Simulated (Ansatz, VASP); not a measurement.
# Al: VASP beside Ansatz

Contents of INCAR:

```
SYSTEM = Al
PREC = Accurate
ENCUT = 520
EDIFF = 1E-7
ISMEAR = -1
SIGMA = 0.1
LREAL = .FALSE.
LASPH = .TRUE.
NELM = 80
ALGO = Normal
ISIF = 2
LWAVE = .FALSE.
LCHARG = .FALSE.
NBANDS = 8
```

KPOINTS

```
regular mesh
0
G
  12 12 12
  0 0 0
```

POSCAR

```
Al
1.0
    0.0000000000      2.0774207080      2.0774207080
    2.0774207080      0.0000000000      2.0774207080
    2.0774207080      2.0774207080      0.0000000000
Al
1
Direct
    0.0000000000      0.0000000000      0.0000000000
```

Input for Ansatz:

```yaml
crystal:
  lattice:
    - [0.0, 2.077420708026426, 2.077420708026426]
    - [2.077420708026426, 0.0, 2.077420708026426]
    - [2.077420708026426, 2.077420708026426, 0.0]
  atoms:
    - { symbol: Al, position: [0.0, 0.0, 0.0] }
basis:
  ecutwfc: 517.016338673772
kpoints:
  mp_grid:
    grid: [12, 12, 12]
hamiltonian:
  xc: lda
  pseudopotentials:
    kind: paw
scf:
  convergence:
    dr2_threshold: 1.0e-10
  occupations:
    method: fermi_dirac
output:
  stress: true
```

Alike in both runs: task single point; functional LDA; k mesh 12 × 12 × 12; no spin polarisation.

|  | VASP | Ansatz |
| --- | --- | --- |
| version | VASP 6.6.1 | Ansatz 0.2.0 |
| potentials or method | VASP PAW LDA potentials, release 64 (Al), cutoff 520 eV | plane waves, PAW |
| occupations | fermi-dirac, width 0.1 eV | fermi-dirac |
| valence electrons in the cell | 3 | 3 |

```tsv
	VASP	Ansatz	Ansatz less VASP
pressure (GPa)	-7.9	-7.9	-0.03
```

LDA's correlation is that of Perdew and Zunger in VASP and of Perdew and Wang (1992) in Ansatz.
